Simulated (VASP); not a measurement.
# HfSiO4 (P-6m2) in VASP: a series of runs

HfSiO4 is run at these levels: PBE; tasks: single point, relaxation of cell and atoms.

All numbers are computed with VASP 6.6.1; they aren't measurements. Logs are shortened: lines on timing, memory, paths and dates and some standing lists are left out, and cuts for length are marked.

### Step 1. The cell of the first run

The structure is hexagonal, space group P-6m2 (No. 187). The conventional cell has a = 5.209 Å, b = 5.209 Å, c = 2.753 Å, α = 90.00°, β = 90.00°, γ = 120.00°. Within 3.6 Å of Hf (site symmetry -6m2) lie 2 Hf at 2.75 Å and 15 O at 2.95 to 3.01 Å and 3 Si at 3.01 Å. Si (site symmetry -6m2) has 6 O at 1.89 Å within 2.5 Å. O (site symmetry -6m2) has 8 O at 2.19 to 2.75 Å and 3 Hf at 3.01 Å and 3 Si at 3.01 Å within 3.1 Å. O (site symmetry mm2) has 2 Si at 1.89 Å and 4 O at 2.19 to 2.25 Å within 2.5 Å.

The cell was generated, and may not be a known phase.

### Step 2. Single point, PBE

The input, INCAR:

```
SYSTEM = HfSiO4
ALGO = Normal
EDIFF = 1E-7
ENCUT = 520
GGA = PE
ISIF = 2
ISMEAR = 0
LASPH = .True.
LCHARG = .False.
LREAL = .False.
LWAVE = .False.
NBANDS = 28
NELM = 100
PREC = Accurate
SIGMA = 0.1
```

The input, KPOINTS:

```
k-points
0
Gamma
  6 6 4
  0 0 0
```

The input, POSCAR:

```
HfSiO4
1.0
    5.2090259252      0.0000000000      0.0000000000
   -2.6045129626      4.5111487802      0.0000000000
    0.0000000000      0.0000000000      2.7528517258
Hf Si O
1 1 4
Direct
    0.0000000000      0.0000000000      0.0000000000
    0.3333333333      0.6666666667      0.0000000000
    0.6666666667      0.3333333333      0.0000000000
    0.0453803169      0.5226901585      0.5000000000
    0.4773098415      0.5226901585      0.5000000000
    0.4773098415      0.9546196831      0.5000000000
```

Potentials or basis: VASP PAW PBE potentials, release 64 (Hf_pv, Si, O).

Run with:

```bash
$ cat potpaw_PBE.64/Hf_pv/POTCAR potpaw_PBE.64/Si/POTCAR potpaw_PBE.64/O/POTCAR > POTCAR
$ mpirun -np 1 vasp_std > vasp.out
```

OUTCAR:

```text
SYSTEM = HfSiO4
   EDIFF = 1E-7
   ENCUT = 520
   GGA = PE
   ISIF = 2
   ISMEAR = 0
   LASPH = .True.
   LREAL = .False.
   NELM = 100
   PREC = Accurate

 ion  position               nearest neighbor table
   1  0.000  0.000  0.000-   2 3.01   2 3.01   2 3.01
   2  0.333  0.667  0.000-   4 1.89   4 1.89   5 1.89   5 1.89   6 1.89   6 1.89   1 3.01   1 3.01
                             1 3.01
   3  0.667  0.333  0.000-
   4  0.045  0.523  0.500-   2 1.89   2 1.89
   5  0.477  0.523  0.500-   2 1.89   2 1.89
   6  0.477  0.955  0.500-   2 1.89   2 1.89

  LATTYP: Found a hexagonal cell.
 ALAT       =     5.2090259252
 C/A-ratio  =     0.5284772557

  Lattice vectors:

 A1 = (   5.2090259252,   0.0000000000,   0.0000000000)
 A2 = (  -2.6045129626,   4.5111487802,   0.0000000000)
 A3 = (   0.0000000000,   0.0000000000,   2.7528517258)

Analysis of symmetry for initial positions (statically):
=====================================================================
 Subroutine PRICEL returns:
 Original cell was already a primitive cell.

 Routine SETGRP: Setting up the symmetry group for a
 hexagonal supercell.

 Subroutine GETGRP returns: Found 12 space group operations
 (whereof 12 operations were pure point group operations)
 out of a pool of 24 trial point group operations.

The static configuration has the point symmetry D_3h.

Analysis of symmetry for dynamics (positions and initial velocities):
=====================================================================
 Subroutine PRICEL returns:
 Original cell was already a primitive cell.

 Routine SETGRP: Setting up the symmetry group for a
 hexagonal supercell.

 Subroutine GETGRP returns: Found 12 space group operations
 (whereof 12 operations were pure point group operations)
 out of a pool of 24 trial point group operations.

The dynamic configuration has the point symmetry D_3h.

 Subroutine INISYM returns: Found 12 space group operations
 (whereof 12 operations are pure point group operations),
 and found     1 'primitive' translations

[... 92 lines left out ...]
   ISPIN  =      1    spin polarized calculation?
   LNONCOLLINEAR =      F non collinear calculations
   LSORBIT =      F    spin-orbit coupling
   LASPH  =      T    aspherical Exc in radial PAW
   ENCUT  =  520.0 eV  38.22 Ry    6.18 a.u.   9.69  9.69  5.12*2*pi/ulx,y,z
   NELM   =    100;   NELMIN=  2; NELMDL= -5     # of ELM steps
   EDIFF  = 0.1E-06   stopping-criterion for ELM
   LREAL  =      F    real-space projection
   EDIFFG = 0.1E-05   stopping-criterion for IOM
   NSW    =      0    number of steps for IOM
   IBRION =     -1    ionic relax: 0-MD 1-quasi-New 2-CG
   NFREE  =      0    steps in history (QN), initial steepest desc. (CG)
   ISIF   =      2    stress and relaxation
   ISYM   =      2    0-nonsym 1-usesym 2-fastsym
   POTIM  = 0.5000    time-step for ionic-motion
   TEBEG  =    0.0;   TEEND  =   0.0 temperature during run
   PSTRESS=    0.0 pullay stress
   NELECT =      38.0000    total number of electrons
   NUPDOWN=      -1.0000    fix difference up-down
   EMIN   =  10.00;   EMAX   =-10.00  energy-range for DOS
   EFERMI =   0.00;   METHOD = LEGACY
   ISMEAR =     0;   SIGMA  =   0.10  broadening in eV -4-tet -1-fermi 0-gaus
   EFERMI_NEDOS =   21; number of points for ismear=-14 and -15
   IALGO  =     38    algorithm
   IMIX   =      4    mixing-type and parameters
     AMIX     =   0.40;   BMIX     =  1.00
     AMIX_MAG =   1.60;   BMIX_MAG =  1.00
  volume/ion in A,a.u.               =      10.78        72.76
  Fermi-wavevector in a.u.,A,eV,Ry     =   1.371073  2.590952 25.576787  1.879841
  Thomas-Fermi vector in A             =   2.496802
   LORBIT       =      0    0 simple, 1 ext, 2 COOP (PROOUT), +10 PAW based schemes
   GGA     = PE    functional components
   LHFCALC =     F    Hartree Fock is set to
   AEXX    =    0.0000 exact exchange contribution
   IVDW    =     0    specifies the selected vdW correction
   LEPSILON=     F    determine dielectric tensor
   LRPA    =     F    only Hartree local field effects (RPA)
 non-spin polarized calculation
 Gauss-broadening in eV      SIGMA  =   0.10
  energy-cutoff  :      520.00
  volume of cell :       64.69
 maximum number of plane-waves:      1774
 NGX is ok and might be reduce to    40
   NGX = 19   NGY = 19   NGZ = 11

 number of electron      38.0000001 magnetization

 Free energy of the ion-electron system (eV)
  ---------------------------------------------------
  ext. energy  EPLUGINS =         0.00000000
  ---------------------------------------------------
  free energy    TOTEN  =       -35.76154607 eV

  energy without entropy =      -35.73466714  energy(sigma->0) =      -35.74810660

 E-fermi :   6.1054     XC(G=0): -11.5755

 val. band max:        6.0665123489   @ k =   0.3333   0.0000   0.0000
 cond. band min:       6.1146330801   @ k =   0.3333   0.0000   0.0000
 fundamental gap:      0.0481207312
 Fermi energy:         6.1054444284

 k-point     1 :       0.0000    0.0000    0.0000
  band No.  band energies     occupation
      1     -26.5258      2.00000
      2     -26.5258      2.00000
      3     -25.4694      2.00000
      4     -15.8498      2.00000
      5     -12.8663      2.00000
      6     -12.8663      2.00000
[... 640 lines left out ...]
     27      12.6628      0.00000
     28      14.4448      0.00000

------------------------ aborting loop because EDIFF is reached ----------------------------------------

  FORCE on cell =-STRESS in cart. coord.  units (eV):
  Direction    XX          YY          ZZ          XY          YZ          ZX
  --------------------------------------------------------------------------------------
  -------------------------------------------------------------------------------------
  Total       -0.0694840     -0.0694840     -0.1080902      0.0000000      0.0000000      0.0000000
  in kB       -1.7209522     -1.7209522     -2.6771370      0.0000000      0.0000000      0.0000000
  external PRESSURE =      -2.0396804 kB  Pullay stress =       0.0000000 kB

 VOLUME and BASIS-vectors are now :
 -----------------------------------------------------------------------------
  energy-cutoff  :      520.00
  volume of cell :       64.69
      direct lattice vectors                 reciprocal lattice vectors
     5.209025925  0.000000000  0.000000000     0.191974472  0.110836513  0.000000000
    -2.604512963  4.511148780  0.000000000     0.000000000  0.221673026  0.000000000
     0.000000000  0.000000000  2.752851726     0.000000000  0.000000000  0.363259667

 POSITION                                       TOTAL-FORCE (eV/Angst)
 -----------------------------------------------------------------------------------
      0.00000      0.00000      0.00000        -0.000000      0.000000     -0.000000
     -0.00000      3.00743      0.00000         0.000000     -0.000000     -0.000000
      2.60451      1.50372      0.00000         0.000000      0.000000     -0.000000
     -1.12497      2.35793      1.37643        -0.034454     -0.019892      0.000000
      1.12497      2.35793      1.37643         0.034454     -0.019892      0.000000
     -0.00000      4.30643      1.37643         0.000000      0.039784     -0.000000
 -----------------------------------------------------------------------------------
    total drift:                                0.000001     -0.000001     -0.000000

  FREE ENERGIE OF THE ION-ELECTRON SYSTEM (eV)
  ---------------------------------------------------
  free  energy   TOTEN  =       -35.7615460713 eV

  energy  without entropy=      -35.7346671371  energy(sigma->0) =      -35.74810660
```

OSZICAR:

```text
N       E                     dE             d eps       ncg     rms          rms(c)
DAV:   1     0.184063865176E+03    0.18406E+03   -0.20955E+04  1176   0.132E+03
[... 13 lines left out ...]
DAV:  15    -0.357618043032E+02    0.63179E-03   -0.53052E-03  1356   0.154E-01    0.181E-01
DAV:  16    -0.357616398225E+02    0.16448E-03   -0.12967E-03  1276   0.141E-01    0.397E-01
DAV:  17    -0.357615757565E+02    0.64066E-04   -0.11429E-03  1332   0.684E-02    0.282E-01
DAV:  18    -0.357615462882E+02    0.29468E-04   -0.12485E-04  1300   0.264E-02    0.371E-02
DAV:  19    -0.357615475788E+02   -0.12906E-05   -0.25944E-05  1408   0.131E-02    0.628E-02
DAV:  20    -0.357615460963E+02    0.14825E-05   -0.11839E-05  1264   0.797E-03    0.109E-02
DAV:  21    -0.357615460713E+02    0.24967E-07   -0.51993E-07   768   0.226E-03
   1 F= -.35761546E+02 E0= -.35748107E+02  d E =-.268789E-01
```

It took 44 s on 1 thread of Intel Xeon Platinum 8259CL at 2.50GHz (Skylake/Cascade Lake), shared host; peak memory 0.2 GiB.

What came out:

```
Free energy            : -35.7615 eV
Pressure               : -0.2 GPa
Largest force          : 0.040 eV/Å
Band gap on the k mesh : zero (bands 19 and 20 overlap by 0.87 eV)
```

Forces in eV/Å, atoms in the order of the input:
```
Hf   0.000  0.000  0.000
Si   0.000  0.000  0.000
O    0.000  0.000  0.000
O   -0.034 -0.020  0.000
O    0.034 -0.020  0.000
O    0.000  0.040  0.000
```

Caveat: the k points lie up to 0.57 Å⁻¹ apart, too coarse for converged energies and pressures of a metal; spin-orbit coupling is left out, which moves the levels of the heavy elements.

(Part 1 of 2 ends here.)

The gap in the log of VASP goes by the Fermi energy; the results here count the filled bands.